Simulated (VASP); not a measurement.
# In2GeS2 (P-3m1) in VASP: single point with PBE

Aim: the single point of In2GeS2 with PBE.

All numbers are computed with VASP 6.6.1; they aren't measurements. Logs are shortened: lines on timing, memory, paths and dates and some standing lists are left out, and cuts for length are marked.

**1. The cell of the first run**

The structure is trigonal, space group P-3m1 (No. 164). Conventional cell: a = 3.911 Å, b = 3.911 Å, c = 9.334 Å, α = 90.00°, β = 90.00°, γ = 120.00°. Within 4.0 Å of In (site symmetry 3m) lie 3 S at 2.85 Å and 9 In at 3.57 to 3.91 Å and 3 Ge at 3.99 Å. Ge (site symmetry -3m) has 6 S at 2.73 Å within 3.6 Å. Within 3.6 Å of S (site symmetry 3m) lie 3 Ge at 2.73 Å and 3 In at 2.85 Å.

The cell was built from a structure type or drawn by symmetry, and may not be a known phase.

**2. Single point, PBE**

Input file INCAR:

```
SYSTEM = In2GeS2
  ALGO = Normal
  EDIFF = 1E-6
  ENCUT = 520
  GGA = PE
  ISIF = 2
  ISMEAR = 0
  LASPH = .True.
  LCHARG = .False.
  LREAL = .False.
  LWAVE = .False.
  NBANDS = 34
  NELM = 80
  PREC = Accurate
  SIGMA = 0.1
```

Input file KPOINTS:

```
k-points
0
Gamma
  12 12 4
  0 0 0
```

Input file POSCAR:

```
In2GeS2
1.0
    3.9111617785      0.0000000000      0.0000000000
   -1.9555808893      3.3871654585      0.0000000000
    0.0000000000      0.0000000000      9.3336299706
In Ge S
2 1 2
Direct
    0.6666666667      0.3333333333      0.3520159801
    0.3333333333      0.6666666667      0.6479840199
    0.0000000000      0.0000000000      0.0000000000
    0.6666666667      0.3333333333      0.8349628514
    0.3333333333      0.6666666667      0.1650371486
```

Potentials or basis: VASP PAW PBE potentials, release 64 (In_d, Ge_d, S).

Command:

```console
$ cat potpaw_PBE.64/In_d/POTCAR potpaw_PBE.64/Ge_d/POTCAR potpaw_PBE.64/S/POTCAR > POTCAR
$ mpirun -np 1 vasp_std > vasp.out
```

OUTCAR:

```text
SYSTEM = In2GeS2
   EDIFF = 1E-6
   ENCUT = 520
   GGA = PE
   ISIF = 2
   ISMEAR = 0
   LASPH = .True.
   LREAL = .False.
   NELM = 80
   PREC = Accurate

 ion  position               nearest neighbor table
   1  0.667  0.333  0.352-   5 2.85   5 2.85   5 2.85   2 3.57   2 3.57   2 3.57
   2  0.333  0.667  0.648-   4 2.85   4 2.85   4 2.85   1 3.57   1 3.57   1 3.57
   3  0.000  0.000  0.000-   4 2.73   5 2.73   4 2.73   5 2.73   4 2.73   5 2.73
   4  0.667  0.333  0.835-   3 2.73   3 2.73   3 2.73   2 2.85   2 2.85   2 2.85
   5  0.333  0.667  0.165-   3 2.73   3 2.73   3 2.73   1 2.85   1 2.85   1 2.85

  LATTYP: Found a hexagonal cell.
 ALAT       =     3.9111617785
 C/A-ratio  =     2.3864085658

  Lattice vectors:

 A1 = (   3.9111617785,   0.0000000000,   0.0000000000)
 A2 = (  -1.9555808893,   3.3871654585,   0.0000000000)
 A3 = (   0.0000000000,   0.0000000000,   9.3336299706)

Analysis of symmetry for initial positions (statically):
=====================================================================
 Subroutine PRICEL returns:
 Original cell was already a primitive cell.

 Routine SETGRP: Setting up the symmetry group for a
 hexagonal supercell.

 Subroutine GETGRP returns: Found 12 space group operations
 (whereof 12 operations were pure point group operations)
 out of a pool of 24 trial point group operations.

The static configuration has the point symmetry D_3d.

Analysis of symmetry for dynamics (positions and initial velocities):
=====================================================================
 Subroutine PRICEL returns:
 Original cell was already a primitive cell.

 Routine SETGRP: Setting up the symmetry group for a
 hexagonal supercell.

 Subroutine GETGRP returns: Found 12 space group operations
 (whereof 12 operations were pure point group operations)
 out of a pool of 24 trial point group operations.

The dynamic configuration has the point symmetry D_3d.

 Subroutine INISYM returns: Found 12 space group operations
 (whereof 12 operations are pure point group operations),
 and found     1 'primitive' translations

----------------------------------------------------------------------------------------

                                     Primitive cell

  volume of cell :     123.6496

  direct lattice vectors                    reciprocal lattice vectors
     3.911161778  0.000000000  0.000000000     0.255678506  0.147616054  0.000000000
    -1.955580889  3.387165459  0.000000000     0.000000000  0.295232108  0.000000000
     0.000000000  0.000000000  9.333629971     0.000000000  0.000000000  0.107139452

  length of vectors
     3.911161778  3.911161779  9.333629971     0.295232108  0.295232108  0.107139452

  position of ions in fractional coordinates (direct lattice)
     0.666666667  0.333333333  0.352015980
     0.333333333  0.666666667  0.647984020
     0.000000000  0.000000000  0.000000000
     0.666666667  0.333333333  0.834962851
     0.333333333  0.666666667  0.165037149

  ion indices of the primitive-cell ions
   primitive index   ion index
                 1           1
                 2           2
                 3           3
                 4           4
                 5           5

----------------------------------------------------------------------------------------

 KPOINTS: k-points

Automatic generation of k-mesh.
 Grid dimensions read from file:
 generate k-points for:   12   12    4

 Generating k-lattice:

  Cartesian coordinates                     Fractional coordinates (reciprocal lattice)
     0.021306542  0.012301338  0.000000000     0.083333333  0.000000000  0.000000000
     0.000000000  0.024602676  0.000000000     0.000000000  0.083333333  0.000000000
     0.000000000  0.000000000  0.026784863     0.000000000  0.000000000  0.250000000

  Length of vectors
     0.024602676  0.024602676  0.026784863

  Shift w.r.t. Gamma in fractional coordinates (k-lattice)
     0.000000000  0.000000000  0.000000000

 Subroutine IBZKPT returns following result:
 ===========================================

 Found     69 irreducible k-points:

 Following reciprocal coordinates:
            Coordinates               Weight
  0.000000  0.000000  0.000000      1.000000
  0.083333  0.000000  0.000000      6.000000
  0.166667  0.000000  0.000000      6.000000
  0.250000  0.000000  0.000000      6.000000
  0.333333  0.000000  0.000000      6.000000
  0.416667 -0.000000  0.000000      6.000000
[... 16 lines left out ...]
  0.166667  0.000000  0.250000      6.000000
  0.000000  0.166667  0.250000      6.000000
 [... further k-points ...]
   k-points           NKPTS =     69   k-points in BZ     NKDIM =     69   number of bands    NBANDS=     34
   number of dos      NEDOS =    301   number of ions     NIONS =      5
   total plane-waves  NPLWV =  63000
   dimension x,y,z NGX =    30 NGY =   30 NGZ =   70
   dimension x,y,z NGXF=    60 NGYF=   60 NGZF=  140
   ions per type =               2   1   2
   NGX,Y,Z   is equivalent  to a cutoff of  12.75, 12.75, 12.47 a.u.
   NGXF,Y,Z  is equivalent  to a cutoff of  25.50, 25.50, 24.94 a.u.
 SYSTEM =  In2GeS2
   PREC   = accura    normal or accurate (medium, high low for compatibility)
   ISTART =      0    job   : 0-new  1-cont  2-samecut
   ICHARG =      2    charge: 1-file 2-atom 10-const
   ISPIN  =      1    spin polarized calculation?
   LNONCOLLINEAR =      F non collinear calculations
   LSORBIT =      F    spin-orbit coupling
   LASPH  =      T    aspherical Exc in radial PAW
   ENCUT  =  520.0 eV  38.22 Ry    6.18 a.u.   7.27  7.27 17.35*2*pi/ulx,y,z
   NELM   =     80;   NELMIN=  2; NELMDL= -5     # of ELM steps
   EDIFF  = 0.1E-05   stopping-criterion for ELM
   LREAL  =      F    real-space projection
   EDIFFG = 0.1E-04   stopping-criterion for IOM
   NSW    =      0    number of steps for IOM
   IBRION =     -1    ionic relax: 0-MD 1-quasi-New 2-CG
   NFREE  =      0    steps in history (QN), initial steepest desc. (CG)
   ISIF   =      2    stress and relaxation
   ISYM   =      2    0-nonsym 1-usesym 2-fastsym
   POTIM  = 0.5000    time-step for ionic-motion
   TEBEG  =    0.0;   TEEND  =   0.0 temperature during run
   PSTRESS=    0.0 pullay stress
   NELECT =      52.0000    total number of electrons
   NUPDOWN=      -1.0000    fix difference up-down
   EMIN   =  10.00;   EMAX   =-10.00  energy-range for DOS
   EFERMI =   0.00;   METHOD = LEGACY
   ISMEAR =     0;   SIGMA  =   0.10  broadening in eV -4-tet -1-fermi 0-gaus
   EFERMI_NEDOS =   21; number of points for ismear=-14 and -15
   IALGO  =     38    algorithm
   IMIX   =      4    mixing-type and parameters
     AMIX     =   0.40;   BMIX     =  1.00
     AMIX_MAG =   1.60;   BMIX_MAG =  1.00
  volume/ion in A,a.u.               =      24.73       166.89
  Fermi-wavevector in a.u.,A,eV,Ry     =   1.226531  2.317807 20.468293  1.504377
  Thomas-Fermi vector in A             =   2.361528
   LORBIT       =      0    0 simple, 1 ext, 2 COOP (PROOUT), +10 PAW based schemes
   GGA     = PE    functional components
   LHFCALC =     F    Hartree Fock is set to
   AEXX    =    0.0000 exact exchange contribution
   IVDW    =     0    specifies the selected vdW correction
   LEPSILON=     F    determine dielectric tensor
   LRPA    =     F    only Hartree local field effects (RPA)
 non-spin polarized calculation
 Gauss-broadening in eV      SIGMA  =   0.10
  energy-cutoff  :      520.00
  volume of cell :      123.65
 maximum number of plane-waves:      3365
 NGX is ok and might be reduce to    30
   NGX = 15   NGY = 15   NGZ = 35

 number of electron      51.9999993 magnetization

 Free energy of the ion-electron system (eV)
  ---------------------------------------------------
  ext. energy  EPLUGINS =         0.00000000
  ---------------------------------------------------
  free energy    TOTEN  =       -19.11573185 eV

  energy without entropy =      -19.11371718  energy(sigma->0) =      -19.11472451

 E-fermi :   5.7203     XC(G=0):  -9.6364

 val. band max:        5.7171658378   @ k =   0.0833   0.0000   0.2500
 cond. band min:       5.7979758893   @ k =   0.4167   0.1667   0.0000
 fundamental gap:      0.0808100515
 Fermi energy:         5.7203149009

 k-point     1 :       0.0000    0.0000    0.0000
  band No.  band energies     occupation
      1     -19.4225      2.00000
      2     -19.4219      2.00000
      3     -19.4219      2.00000
      4     -19.4178      2.00000
      5     -19.4178      2.00000
      6      -8.8969      2.00000
[... 26 lines left out ...]
     33      11.9721      0.00000
     34      12.0093      0.00000

 k-point     2 :       0.0833    0.0000    0.0000
  band No.  band energies     occupation
      1     -19.4224      2.00000
      2     -19.4221      2.00000
      3     -19.4218      2.00000
      4     -19.4179      2.00000
      5     -19.4175      2.00000
      6      -8.9155      2.00000
[... 26 lines left out ...]
     33      11.1587      0.00000
     34      11.7456      0.00000

 k-point     3 :       0.1667    0.0000    0.0000
  band No.  band energies     occupation
      1     -19.4234      2.00000
      2     -19.4215      2.00000
      3     -19.4214      2.00000
      4     -19.4180      2.00000
      5     -19.4168      2.00000
      6      -8.9513      2.00000
[... 26 lines left out ...]
     33      10.0700      0.00000
     34      11.4381      0.00000
[... 704 lines left out ...]
 k-point    23 :       0.1667    0.0000    0.2500
  band No.  band energies     occupation
      1     -19.4234      2.00000
      2     -19.4215      2.00000
      3     -19.4214      2.00000
      4     -19.4180      2.00000
      5     -19.4168      2.00000
      6      -8.9521      2.00000
[... 26 lines left out ...]
     33      10.3581      0.00000
     34      11.3771      0.00000

 k-point    24 :       0.0000    0.1667    0.2500
  band No.  band energies     occupation
      1     -19.4234      2.00000
      2     -19.4215      2.00000
      3     -19.4214      2.00000
      4     -19.4180      2.00000
      5     -19.4168      2.00000
      6      -8.9380      2.00000
[... 26 lines left out ...]
     33      10.5148      0.00000
     34      11.2893      0.00000

 [... further k-points ...]

------------------------ aborting loop because EDIFF is reached ----------------------------------------

  FORCE on cell =-STRESS in cart. coord.  units (eV):
  Direction    XX          YY          ZZ          XY          YZ          ZX
  --------------------------------------------------------------------------------------
  -------------------------------------------------------------------------------------
  Total       -0.0454452     -0.0454452     -0.0259683      0.0000000      0.0000000     -0.0000000
  in kB       -0.5888518     -0.5888518     -0.3364820      0.0000000      0.0000000     -0.0000000
  external PRESSURE =      -0.5047285 kB  Pullay stress =       0.0000000 kB

 VOLUME and BASIS-vectors are now :
 -----------------------------------------------------------------------------
  energy-cutoff  :      520.00
  volume of cell :      123.65
      direct lattice vectors                 reciprocal lattice vectors
     3.911161778  0.000000000  0.000000000     0.255678506  0.147616054  0.000000000
    -1.955580889  3.387165459  0.000000000     0.000000000  0.295232108  0.000000000
     0.000000000  0.000000000  9.333629971     0.000000000  0.000000000  0.107139452

 POSITION                                       TOTAL-FORCE (eV/Angst)
 -----------------------------------------------------------------------------------
      1.95558      1.12906      3.28559         0.000000      0.000000      0.003377
     -0.00000      2.25811      6.04804        -0.000000     -0.000000     -0.003377
      0.00000      0.00000      0.00000        -0.000000      0.000000      0.000000
      1.95558      1.12906      7.79323        -0.000000      0.000000      0.004584
     -0.00000      2.25811      1.54040        -0.000000     -0.000000     -0.004584
 -----------------------------------------------------------------------------------
    total drift:                               -0.000000      0.000000     -0.000000

  FREE ENERGIE OF THE ION-ELECTRON SYSTEM (eV)
  ---------------------------------------------------
  free  energy   TOTEN  =       -19.1157318458 eV

  energy  without entropy=      -19.1137171799  energy(sigma->0) =      -19.11472451
```

Run time: 2.9 min. Hardware: 1 thread of AMD EPYC 9R45 (Zen 5), shared host; peak memory 0.39 GiB.

What came out:

| Quantity | Value |
| --- | --- |
| Free energy | -19.1157 eV |
| Pressure | -0.1 GPa |
| Largest force | 0.005 eV/Å |
| Band gap on the k mesh | zero (bands 26 and 27 overlap by 0.65 eV) |

Forces in eV/Å, atoms in the order of the input:
```
In   0.000  0.000  0.003
In   0.000  0.000 -0.003
Ge   0.000  0.000  0.000
S    0.000  0.000  0.005
S    0.000  0.000 -0.005
```

Levels at points of the mesh, in eV from the Fermi level:
| k point | band 22 | band 23 | band 24 | band 25 | band 26 | band 27 | band 28 | band 29 | band 30 | band 31 |
| --- | --- | --- | --- | --- | --- | --- | --- | --- | --- | --- |
| (0.00, 0.00, 0.00) | -2.41 | -2.29 | -2.29 | -1.34 | -0.56 | 1.60 | 2.05 | 2.05 | 2.82 | 4.68 |
| (0.50, 0.00, 0.00) | -3.77 | -3.40 | -2.62 | -2.52 | -0.85 | 0.35 | 1.41 | 1.48 | 2.00 | 3.85 |
| (0.00, 0.00, 0.50) | -2.42 | -2.30 | -2.28 | -2.28 | 0.45 | 0.53 | 1.99 | 1.99 | 4.34 | 4.68 |
| (0.50, 0.00, 0.50) | -3.75 | -3.61 | -2.67 | -2.40 | -1.28 | -0.20 | 2.14 | 2.49 | 3.11 | 3.41 |

Caveat: spin-orbit coupling is left out, which moves the levels of the heavy elements.
